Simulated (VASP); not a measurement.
# Ag (P6_3/mmc) in VASP: relaxation of cell and atoms with r2SCAN

Aim: the relaxation of cell and atoms of Ag with r2SCAN.

All numbers are computed with VASP 6.6.1; they aren't measurements. Logs are shortened: lines on timing, memory, paths and dates and some standing lists are left out, and cuts for length are marked.

## Step 1: The cell of the first run

It takes space group P6_3/mmc (No. 194, hexagonal). The conventional cell has a = 2.889 Å, b = 2.889 Å, c = 4.718 Å, α = 90.00°, β = 90.00°, γ = 120.00°. Within 3.8 Å of Ag (site symmetry -6m2) lie 12 Ag at 2.89 Å.

This isn't the form of Ag at room conditions, which is fcc.

## Step 2: Relaxation of cell and atoms, r2SCAN

POSCAR

```
Ag
1.0
    2.8893756962      0.0000000000      0.0000000000
   -1.4446878481      2.5022727540      0.0000000000
    0.0000000000      0.0000000000      4.7183505119
Ag
2
Direct
    0.3333333333      0.6666666667      0.2500000000
    0.6666666667      0.3333333333      0.7500000000
```

INCAR.step1

```
SYSTEM = Ag
  ALGO = Normal
  EDIFF = 1E-4
  ENCUT = 600
  GGA = PE
  ISMEAR = -1
  LASPH = .TRUE.
  LCHARG = .FALSE.
  LREAL = .FALSE.
  LWAVE = .TRUE.
  NELM = 80
  PREC = Accurate
  SIGMA = 0.1
```

INCAR.step2

```
SYSTEM = Ag
  ALGO = Normal
  EDIFF = 1E-7
  EDIFFG = -0.01
  ENCUT = 600
  IBRION = 2
  ISIF = 3
  ISMEAR = -1
  ISTART = 1
  LASPH = .TRUE.
  LCHARG = .FALSE.
  LMIXTAU = .TRUE.
  LREAL = .FALSE.
  LWAVE = .FALSE.
  METAGGA = R2SCAN
  NELM = 80
  NSW = 80
  PREC = Accurate
  SIGMA = 0.1
```

KPOINTS

```
k-points
0
G
  12 12 7
  0 0 0
```

Potentials or basis: VASP PAW PBE potentials, release 64 (Ag).

The run is started by

```sh
$ cat potpaw_PBE.64/Ag/POTCAR > POTCAR
$ cp INCAR.step1 INCAR
$ mpirun -np 1 vasp_std > vasp.out
$ cp INCAR.step2 INCAR
$ mpirun -np 1 vasp_std > vasp.out
```

OUTCAR:

```text
SYSTEM = Ag
   EDIFF = 1E-7
   EDIFFG = -0.01
   ENCUT = 600
   IBRION = 2
   ISIF = 3
   ISMEAR = -1
   ISTART = 1
   LASPH = .TRUE.
   LREAL = .FALSE.
   METAGGA = R2SCAN
   NELM = 80
   NSW = 80
   PREC = Accurate

 ion  position               nearest neighbor table
   1  0.333  0.667  0.250-   2 2.89   2 2.89   2 2.89   2 2.89   2 2.89   2 2.89
   2  0.667  0.333  0.750-   1 2.89   1 2.89   1 2.89   1 2.89   1 2.89   1 2.89

  LATTYP: Found a hexagonal cell.
 ALAT       =     2.8893756962
 C/A-ratio  =     1.6330000000

  Lattice vectors:

 A1 = (   2.8893756962,   0.0000000000,   0.0000000000)
 A2 = (  -1.4446878481,   2.5022727540,   0.0000000000)
 A3 = (   0.0000000000,   0.0000000000,   4.7183505119)

Analysis of symmetry for initial positions (statically):
=====================================================================
 Subroutine PRICEL returns:
 Original cell was already a primitive cell.

 Routine SETGRP: Setting up the symmetry group for a
 hexagonal supercell.

 Subroutine GETGRP returns: Found 24 space group operations
 (whereof 12 operations were pure point group operations)
 out of a pool of 24 trial point group operations.

The static configuration has the point symmetry D_3d.
 The point group associated with its full space group is D_6h.

Analysis of symmetry for dynamics (positions and initial velocities):
=====================================================================
 Subroutine PRICEL returns:
 Original cell was already a primitive cell.

 Routine SETGRP: Setting up the symmetry group for a
 hexagonal supercell.

 Subroutine GETGRP returns: Found 24 space group operations
 (whereof 12 operations were pure point group operations)
 out of a pool of 24 trial point group operations.

The dynamic configuration has the point symmetry D_3d.
 The point group associated with its full space group is D_6h.

 Subroutine INISYM returns: Found 24 space group operations
 (whereof 12 operations are pure point group operations),
 and found     1 'primitive' translations

----------------------------------------------------------------------------------------

                                     Primitive cell

  volume of cell :      34.1137

  direct lattice vectors                    reciprocal lattice vectors
     2.889375696  0.000000000  0.000000000     0.346095526  0.199818345  0.000000000
[... 106 lines left out ...]
     AMIX_MAG =   1.60;   BMIX_MAG =  1.00
  volume/ion in A,a.u.               =      17.06       115.11
  Fermi-wavevector in a.u.,A,eV,Ry     =   1.414402  2.672832 27.218893  2.000532
  Thomas-Fermi vector in A             =   2.535948
   LORBIT       =      0    0 simple, 1 ext, 2 COOP (PROOUT), +10 PAW based schemes
   METAGGA = R2SCAN    functional components
   LHFCALC =     F    Hartree Fock is set to
   AEXX    =    0.0000 exact exchange contribution
   IVDW    =     0    specifies the selected vdW correction
   LEPSILON=     F    determine dielectric tensor
   LRPA    =     F    only Hartree local field effects (RPA)
 conjugate gradient relaxation of ions
 non-spin polarized calculation
  energy-cutoff  :      600.00
  volume of cell :       34.11
 maximum number of plane-waves:      1156
 NGX is ok and might be reduce to    24
   NGX = 11   NGY = 11   NGZ = 19

--------------------------------------- Ionic step        1  -------------------------------------------

 number of electron      21.9999998 magnetization

 Free energy of the ion-electron system (eV)
  ---------------------------------------------------
  ext. energy  EPLUGINS =         0.00000000
  ---------------------------------------------------
  free energy    TOTEN  =       -42.70218014 eV

  energy without entropy =      -42.68076155  energy(sigma->0) =      -42.69147085

------------------------ aborting loop because EDIFF is reached ----------------------------------------

  FORCE on cell =-STRESS in cart. coord.  units (eV):
  Direction    XX          YY          ZZ          XY          YZ          ZX
  --------------------------------------------------------------------------------------
  -------------------------------------------------------------------------------------
  Total        0.4890917      0.4890917      0.2940639      0.0000000     -0.0000000      0.0000000
  in kB       22.9705808     22.9705808     13.8109448      0.0000000     -0.0000000      0.0000000
  external PRESSURE =      19.9173688 kB  Pullay stress =       0.0000000 kB
[... 167 lines left out ...]
--------------------------------------- Ionic step        6  -------------------------------------------

 number of electron      22.0000003 magnetization

 Free energy of the ion-electron system (eV)
  ---------------------------------------------------
  ext. energy  EPLUGINS =         0.00000000
  ---------------------------------------------------
  free energy    TOTEN  =       -42.70659170 eV

  energy without entropy =      -42.68663300  energy(sigma->0) =      -42.69661235

 E-fermi :   8.1882     XC(G=0): -12.8325

 val. band max:        8.1794467660   @ k =   0.4167   0.0833   0.2857
 cond. band min:       8.1994490052   @ k =   0.0833   0.0833   0.1429
 fundamental gap:      0.0200022392
 Fermi energy:         8.1882347122

 k-point     1 :       0.0000    0.0000    0.0000
  band No.  band energies     occupation
      1       0.3606      2.00000
      2       1.5709      2.00000
      3       3.1400      2.00000
      4       3.1958      2.00000
      5       3.1958      2.00000
      6       3.4393      2.00000
      7       3.4393      2.00000
      8       3.7333      2.00000
      9       3.7333      2.00000
     10       4.7716      2.00000
     11       4.7716      2.00000
     12       7.9700      1.79727
     13      11.9047      0.00000
     14      24.3305      0.00000
[... 401 lines left out ...]
      2       1.9537      2.00000
      3       2.5542      2.00000
      4       3.0111      2.00000
      5       3.2627      2.00000
      6       3.4295      2.00000
      7       4.1634      2.00000
      8       4.4458      2.00000
      9       4.4946      2.00000
     10       4.9045      2.00000
     11       5.0553      2.00000
     12      10.8845      0.00000
     13      14.8577      0.00000
     14      15.2521      0.00000
     15      20.3127      0.00000

 [... further k-points ...]

------------------------ aborting loop because EDIFF is reached ----------------------------------------

  FORCE on cell =-STRESS in cart. coord.  units (eV):
  Direction    XX          YY          ZZ          XY          YZ          ZX
  --------------------------------------------------------------------------------------
  -------------------------------------------------------------------------------------
  Total       -0.0054585     -0.0054585     -0.0038264      0.0000000      0.0000000      0.0000000
  in kB       -0.2516594     -0.2516594     -0.1764115      0.0000000      0.0000000      0.0000000
  external PRESSURE =      -0.2265767 kB  Pullay stress =       0.0000000 kB
[... 17 lines left out ...]
  FREE ENERGIE OF THE ION-ELECTRON SYSTEM (eV)
  ---------------------------------------------------
  free  energy   TOTEN  =       -42.7065917003 eV

  energy  without entropy=      -42.6866329968  energy(sigma->0) =      -42.69661235

 reached required accuracy - stopping structural energy minimisation
```

OUTCAR.step1:

```text
SYSTEM = Ag
   EDIFF = 1E-4
   ENCUT = 600
   GGA = PE
   ISMEAR = -1
   LASPH = .TRUE.
   LREAL = .FALSE.
[... 655 lines left out ...]
     -0.00000      1.66818      1.17959         0.000000     -0.000000      0.000000
      1.44469      0.83409      3.53876        -0.000000      0.000000      0.000000
 -----------------------------------------------------------------------------------
    total drift:                               -0.000000      0.000000     -0.000000

  FREE ENERGIE OF THE ION-ELECTRON SYSTEM (eV)
  ---------------------------------------------------
  free  energy   TOTEN  =        -5.4042283212 eV

  energy  without entropy=       -5.3812300460  energy(sigma->0) =       -5.39272918
```

Run time: 12 min. Hardware: 1 thread of Intel Xeon 8259CL, shared host; peak memory 0.2 GiB.

What came out:

| Item | Value |
| --- | --- |
| Free energy | -42.7066 eV |
| Relaxed volume | 17.38 Å³/atom |
| Relaxed cell | a = 2.917 Å, b = 2.917 Å, c = 4.717 Å, α = 90.00°, β = 90.00°, γ = 120.00° |
| Space group after relaxing (to 0.1 Å) | P6_3/mmc (No. 194) |
| Energy gained by relaxing | 2.2 meV/atom |
| Ionic steps | 6 |
| Pressure after relaxing | 0.0 GPa |
| Band gap on the k mesh | zero (bands 11 and 12 overlap by 7.67 eV) |

Step by step:
| step | energy change (eV) | largest force (eV/Å) | pressure (GPa) | volume (Å³) |
| --- | --- | --- | --- | --- |
| 1 | 0.0000 | 0.0000 | 1.99 | 34.11 |
| 2 | -0.0026 | 0.0000 | -1.23 | 35.17 |
| 3 | -0.0041 | 0.0000 | -0.05 | 34.76 |
| 4 | -0.0041 | 0.0000 | -0.09 | 34.77 |
| 5 | -0.0043 | 0.0000 | -0.06 | 34.76 |
| 6 | -0.0044 | 0.0000 | -0.02 | 34.75 |

Final structure:
```
Ag
1.0
     2.91676    0.00000    0.00000
    -1.45838    2.52598    0.00000
     0.00000    0.00000    4.71675
Ag
2
Cartesian
  0.0000 1.6840 1.1792
  1.4584 0.8420 3.5376
```

Levels at points of the mesh, in eV from the Fermi level:
| k point | band 9 | band 10 | band 11 | band 12 | band 13 | band 14 |
| --- | --- | --- | --- | --- | --- | --- |
| (0.00, 0.00, 0.00) | -4.45 | -3.42 | -3.42 | -0.22 | 3.72 | 16.14 |
| (0.50, 0.00, 0.00) | -3.22 | -3.16 | 0.08 | 1.48 | 7.16 | 7.39 |

Caveat: the PAW data sets were made with another functional, which shifts forces and pressure a little.

The gap in the log of VASP goes by the Fermi energy; the results here count the filled bands.